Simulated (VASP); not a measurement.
# As: single point with revPBE

The system is As.

```xyz
1
Lattice="0.0000 2.2235 2.2235 2.2235 0.0000 2.2235 2.2235 2.2235 0.0000" Properties=species:S:1:pos:R:3 pbc="T T T"
As    0.0000    0.0000    0.0000
```

This cell differs from its parent crystal: volume scaled by 1.12.

- Program: VASP 6.6.1
- Task: single point
- Functional: revPBE
- Potentials or basis: VASP PAW PBE potentials, release 64 (As)
- Cutoff: 520 eV
- k mesh: 14 × 14 × 14
- Occupations: fermi-dirac, width 0.1 eV
- Spin: no spin polarisation
- Dipole correction: no
- Further INCAR settings: ALGO = Normal; EDIFF = 1e-07; NBANDS = 8

The pressure is -6.6 GPa.

Levels at points of the mesh, in eV from the Fermi level:
```
           k point  band 1  band 2  band 3  band 4  band 5
(0.00, 0.00, 0.00)  -14.00    4.67    4.67    4.67   11.74
(0.50, 0.00, 0.00)  -10.44   -5.82    3.27    3.27    8.75
(0.50, 0.50, 0.00)   -9.00   -4.89    0.40    0.40    4.92
```

It took 5.1 s on 1 thread of Intel(R) Xeon(R) 6975P-C (Granite Rapids), on a shared host, peak memory 0.14 GiB.

Caveat: the PAW data sets were made with another functional, which shifts forces and pressure a little.
